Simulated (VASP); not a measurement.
# Ge4H in VASP: further runs

Runs on Ge4H. Level: PBE+D3(BJ). Tasks: single point.

All numbers are computed with VASP 6.6.1; they aren't measurements. Logs are shortened: lines on timing, memory, paths and dates and some standing lists are left out, and cuts for length are marked.

## (1) The cell of the first run

The cell holds a slab with vacuum, 5 atoms: a = 4.030 Å, b = 4.030 Å, c = 21.642 Å, α = 90.00°, β = 90.00°, γ = 90.00°.

## (2) Single point, PBE+D3(BJ)

INCAR

```
PREC = Accurate ; ENCUT = 520
EDIFF = 1E-7 ; ISMEAR = 0
SIGMA = 0.1 ; LREAL = F
LASPH = T ; NELM = 100
ALGO = Normal ; ISIF = 2
LWAVE = F ; LCHARG = F
LDIPOL = T ; IDIPOL = 3
DIPOL = 0.5 0.5 0.336 ; GGA = PE
IVDW = 12 ; NBANDS = 36
```

KPOINTS

```
Automatic mesh
0
Gamma
  7 7 1
```

POSCAR

```
Ge4H
1.0
    4.0303587907      0.0000000000      0.0000000000
    0.0000000000      4.0303587907      0.0000000000
    0.0000000000      0.0000000000     21.6416627718
Ge H
4 1
Direct
    0.0000000000      0.5000000000      0.1848286817
    0.0000000000      0.0000000000      0.2506714513
    0.5000000000      0.0000000000      0.3196569899
    0.5000000000      0.5000000000      0.3854446333
    0.5000000000      0.7500000000      0.5379282957
```

Potentials or basis: VASP PAW PBE potentials, release 64 (Ge_d, H).

Command:

```sh
$ cat potpaw_PBE.64/Ge_d/POTCAR potpaw_PBE.64/H/POTCAR > POTCAR
$ mpirun -np 1 vasp_std > vasp.out
```

OUTCAR:

```text
PREC = Accurate
   ENCUT = 520
   EDIFF = 1E-7
   ISMEAR = 0
   LREAL = F
   LASPH = T
   NELM = 100
   ISIF = 2
   GGA = PE
   IVDW = 12
 IVDW          = 12

 ion  position               nearest neighbor table
   1  0.000  0.500  0.185-   2 2.47   2 2.47
   2  0.000  0.000  0.251-   1 2.47   1 2.47   3 2.51   3 2.51
   3  0.500  0.000  0.320-   4 2.47   4 2.47   2 2.51   2 2.51
   4  0.500  0.500  0.385-   3 2.47   3 2.47
   5  0.500  0.750  0.538-

  LATTYP: Found a simple tetragonal cell.
 ALAT       =     4.0303587907
 C/A-ratio  =     5.3696615849

  Lattice vectors:

 A1 = (   4.0303587907,   0.0000000000,   0.0000000000)
 A2 = (   0.0000000000,   4.0303587907,   0.0000000000)
 A3 = (   0.0000000000,   0.0000000000,  21.6416627718)

Analysis of symmetry for initial positions (statically):
=====================================================================
 Subroutine PRICEL returns:
 Original cell was already a primitive cell.

 Routine SETGRP: Setting up the symmetry group for a
 simple tetragonal supercell.

 Subroutine GETGRP returns: Found  2 space group operations
 (whereof  2 operations were pure point group operations)
 out of a pool of 16 trial point group operations.

The static configuration has the point symmetry C_1h.

Analysis of symmetry for dynamics (positions and initial velocities):
=====================================================================
 Subroutine PRICEL returns:
 Original cell was already a primitive cell.

 Routine SETGRP: Setting up the symmetry group for a
 simple tetragonal supercell.

 Subroutine GETGRP returns: Found  2 space group operations
 (whereof  2 operations were pure point group operations)
 out of a pool of 16 trial point group operations.

The dynamic configuration has the point symmetry C_1h.

 Subroutine INISYM returns: Found  2 space group operations
 (whereof  2 operations are pure point group operations),
 and found     1 'primitive' translations

----------------------------------------------------------------------------------------

                                     Primitive cell

  volume of cell :     351.5427

  direct lattice vectors                    reciprocal lattice vectors
     4.030358791  0.000000000  0.000000000     0.248116868  0.000000000  0.000000000
     0.000000000  4.030358791  0.000000000     0.000000000  0.248116868  0.000000000
     0.000000000  0.000000000 21.641662772     0.000000000  0.000000000  0.046207170

  length of vectors
     4.030358791  4.030358791 21.641662772     0.248116868  0.248116868  0.046207170

  position of ions in fractional coordinates (direct lattice)
     0.000000000  0.500000000  0.184828682
     0.000000000  0.000000000  0.250671451
     0.500000000  0.000000000  0.319656990
     0.500000000  0.500000000  0.385444633
     0.500000000  0.750000000  0.537928296

  ion indices of the primitive-cell ions
   primitive index   ion index
                 1           1
                 2           2
                 3           3
                 4           4
                 5           5

----------------------------------------------------------------------------------------

 KPOINTS: Automatic mesh

Automatic generation of k-mesh.
 Grid dimensions read from file:
 generate k-points for:    7    7    1

 Generating k-lattice:

  Cartesian coordinates                     Fractional coordinates (reciprocal lattice)
     0.035445267  0.000000000  0.000000000     0.142857143  0.000000000  0.000000000
     0.000000000  0.035445267  0.000000000     0.000000000  0.142857143  0.000000000
     0.000000000  0.000000000  0.046207170     0.000000000  0.000000000  1.000000000

  Length of vectors
     0.035445267  0.035445267  0.046207170

  Shift w.r.t. Gamma in fractional coordinates (k-lattice)
     0.000000000  0.000000000  0.000000000

 Subroutine IBZKPT returns following result:
 ===========================================

 Found     16 irreducible k-points:

 Following reciprocal coordinates:
            Coordinates               Weight
  0.000000  0.000000  0.000000      1.000000
  0.142857  0.000000  0.000000      2.000000
  0.000000  0.142857  0.000000      2.000000
  0.285714  0.000000  0.000000      2.000000
  0.000000  0.285714  0.000000      2.000000
  0.428571  0.000000  0.000000      2.000000
[... 8 lines left out ...]
 -0.285714  0.428571  0.000000      4.000000
  0.428571  0.428571  0.000000      4.000000
   k-points           NKPTS =     16   k-points in BZ     NKDIM =     16   number of bands    NBANDS=     36
   number of dos      NEDOS =    301   number of ions     NIONS =      5
   total plane-waves  NPLWV = 145800
   dimension x,y,z NGX =    30 NGY =   30 NGZ =  162
   dimension x,y,z NGXF=    60 NGYF=   60 NGZF=  324
   ions per type =               4   1
   NGX,Y,Z   is equivalent  to a cutoff of  12.37, 12.37, 12.44 a.u.
   NGXF,Y,Z  is equivalent  to a cutoff of  24.75, 24.75, 24.89 a.u.
 SYSTEM =  unknown system
   PREC   = accura    normal or accurate (medium, high low for compatibility)
   ISTART =      0    job   : 0-new  1-cont  2-samecut
   ICHARG =      2    charge: 1-file 2-atom 10-const
   ISPIN  =      1    spin polarized calculation?
   LNONCOLLINEAR =      F non collinear calculations
   LSORBIT =      F    spin-orbit coupling
   LASPH  =      T    aspherical Exc in radial PAW
   ENCUT  =  520.0 eV  38.22 Ry    6.18 a.u.   7.49  7.49 40.24*2*pi/ulx,y,z
   NELM   =    100;   NELMIN=  2; NELMDL= -5     # of ELM steps
   EDIFF  = 0.1E-06   stopping-criterion for ELM
   LREAL  =      F    real-space projection
   EDIFFG = 0.1E-05   stopping-criterion for IOM
   NSW    =      0    number of steps for IOM
   IBRION =     -1    ionic relax: 0-MD 1-quasi-New 2-CG
   NFREE  =      0    steps in history (QN), initial steepest desc. (CG)
   ISIF   =      2    stress and relaxation
   ISYM   =      2    0-nonsym 1-usesym 2-fastsym
   POTIM  = 0.5000    time-step for ionic-motion
   TEBEG  =    0.0;   TEEND  =   0.0 temperature during run
   PSTRESS=    0.0 pullay stress
   NELECT =      57.0000    total number of electrons
   NUPDOWN=      -1.0000    fix difference up-down
   EMIN   =  10.00;   EMAX   =-10.00  energy-range for DOS
   EFERMI =   0.00;   METHOD = LEGACY
   ISMEAR =     0;   SIGMA  =   0.10  broadening in eV -4-tet -1-fermi 0-gaus
   EFERMI_NEDOS =   21; number of points for ismear=-14 and -15
   IALGO  =     38    algorithm
   IMIX   =      4    mixing-type and parameters
     AMIX     =   0.40;   BMIX     =  1.00
     AMIX_MAG =   1.60;   BMIX_MAG =  1.00
  volume/ion in A,a.u.               =      70.31       474.47
  Fermi-wavevector in a.u.,A,eV,Ry     =   0.892703  1.686964 10.842742  0.796919
  Thomas-Fermi vector in A             =   2.014686
   LORBIT       =      0    0 simple, 1 ext, 2 COOP (PROOUT), +10 PAW based schemes
   GGA     = PE    functional components
   LHFCALC =     F    Hartree Fock is set to
   AEXX    =    0.0000 exact exchange contribution
   IVDW    =    12    specifies the selected vdW correction
   LEPSILON=     F    determine dielectric tensor
   LRPA    =     F    only Hartree local field effects (RPA)
 non-spin polarized calculation
 Gauss-broadening in eV      SIGMA  =   0.10
  energy-cutoff  :      520.00
  volume of cell :      351.54
 maximum number of plane-waves:      9517
 NGX is ok and might be reduce to    30
   NGX = 15   NGY = 15   NGZ = 81

 dipolmoment           0.000000      0.000000     -0.000002 electrons x Angstroem

 number of electron      56.9999904 magnetization

 dipolmoment           0.000000      0.000000      0.136679 electrons x Angstroem

 Free energy of the ion-electron system (eV)
  ---------------------------------------------------
  ext. energy  EPLUGINS =         0.00000000
  ---------------------------------------------------
  free energy    TOTEN  =       -15.92129201 eV

  energy without entropy =      -15.89892885  energy(sigma->0) =      -15.91011043

 E-fermi :  -2.9397     XC(G=0):  -3.8354

 val. band max:       -2.9681443080   @ k =   0.2857   0.1429   0.0000
 cond. band min:      -2.9306237149   @ k =   0.0000   0.2857   0.0000
 fundamental gap:      0.0375205931
 Fermi energy:        -2.9397344459

 k-point     1 :       0.0000    0.0000    0.0000
  band No.  band energies     occupation
      1     -27.4370      2.00000
      2     -27.4002      2.00000
      3     -27.3708      2.00000
      4     -27.3658      2.00000
      5     -27.3070      2.00000
      6     -27.2242      2.00000
[... 28 lines left out ...]
     35       1.5971      0.00000
     36       1.7821      0.00000

 k-point     2 :       0.1429    0.0000    0.0000
  band No.  band energies     occupation
      1     -27.4364      2.00000
      2     -27.4004      2.00000
      3     -27.3709      2.00000
      4     -27.3660      2.00000
      5     -27.3068      2.00000
      6     -27.2292      2.00000
[... 28 lines left out ...]
     35       1.6920      0.00000
     36       1.9365      0.00000

 k-point     3 :       0.0000    0.1429    0.0000
  band No.  band energies     occupation
      1     -27.4374      2.00000
      2     -27.4010      2.00000
      3     -27.3710      2.00000
      4     -27.3661      2.00000
      5     -27.3027      2.00000
      6     -27.2248      2.00000
[... 28 lines left out ...]
     35       1.1280      0.00000
     36       2.1074      0.00000
[... 430 lines left out ...]
 k-point    15 :      -0.2857    0.4286    0.0000
  band No.  band energies     occupation
      1     -27.4376      2.00000
      2     -27.4045      2.00000
      3     -27.3679      2.00000
      4     -27.3561      2.00000
      5     -27.3087      2.00000
      6     -27.2321      2.00000
[... 28 lines left out ...]
     35       2.2635      0.00000
     36       3.3459      0.00000

 k-point    16 :       0.4286    0.4286    0.0000
  band No.  band energies     occupation
      1     -27.4365      2.00000
      2     -27.4049      2.00000
      3     -27.3680      2.00000
      4     -27.3567      2.00000
      5     -27.3088      2.00000
      6     -27.2315      2.00000
[... 28 lines left out ...]
     35       2.0297      0.00000
     36       3.2544      0.00000

------------------------ aborting loop because EDIFF is reached ----------------------------------------

 vacuum level on the upper side and lower side of the slab       (xc-potential included)         0.659        -0.819

 Edisp (eV)   -0.88043

 E8    (eV) :    -0.4068

  FORCE on cell =-STRESS in cart. coord.  units (eV):
  Direction    XX          YY          ZZ          XY          YZ          ZX
  --------------------------------------------------------------------------------------
  -------------------------------------------------------------------------------------
  Total      -2.76011    -0.15265    -1.92730     0.00000    -0.67550     0.00000
  in kB     -12.57939    -0.69571    -8.78379     0.00000    -3.07863     0.00000
  external pressure =       -7.35 kB  Pullay stress =        0.00 kB

 VOLUME and BASIS-vectors are now :
 -----------------------------------------------------------------------------
  energy-cutoff  :      520.00
  volume of cell :      351.54
      direct lattice vectors                 reciprocal lattice vectors
     4.030358791  0.000000000  0.000000000     0.248116868  0.000000000  0.000000000
     0.000000000  4.030358791  0.000000000     0.000000000  0.248116868  0.000000000
     0.000000000  0.000000000 21.641662772     0.000000000  0.000000000  0.046207170

 POSITION                                       TOTAL-FORCE (eV/Angst)
 -----------------------------------------------------------------------------------
      0.00000      2.01518      4.00000         0.000000      0.016200     -0.107995
      0.00000      0.00000      5.42495         0.000000      0.036015      0.124467
      2.01518      0.00000      6.91791         0.000000     -0.080962      0.077548
      2.01518      2.01518      8.34166         0.000000      0.215231      0.476282
      2.01518      3.02277     11.64166         0.000000     -0.186485     -0.570302
 -----------------------------------------------------------------------------------
    total drift:                                0.000000     -0.000010     -0.001608

  FREE ENERGIE OF THE ION-ELECTRON SYSTEM (eV)
  ---------------------------------------------------
  free  energy   TOTEN  =       -16.8017261064 eV

  energy  without entropy=      -16.7793629460  energy(sigma->0) =      -16.79054453

 vacuum level on the upper side and lower side of the slab         3.448         1.933
```

Wall time 11 min (1 thread of Intel Xeon 8259CL, shared host); peak memory 0.47 GiB.

What came out:

```
Free energy                : -16.8017 eV
Largest force              : 0.600 eV/Å
Band gap on the k mesh     : zero (an odd number of electrons rules out a gap without spin polarisation)
Dispersion energy per atom : -0.176 eV
```

Forces on the atoms (eV/Å):
```
Ge   0.000  0.016 -0.108
Ge   0.000  0.036  0.124
Ge   0.000 -0.081  0.078
Ge   0.000  0.215  0.476
H    0.000 -0.186 -0.570
```

(Continued in part 2 of 3.)
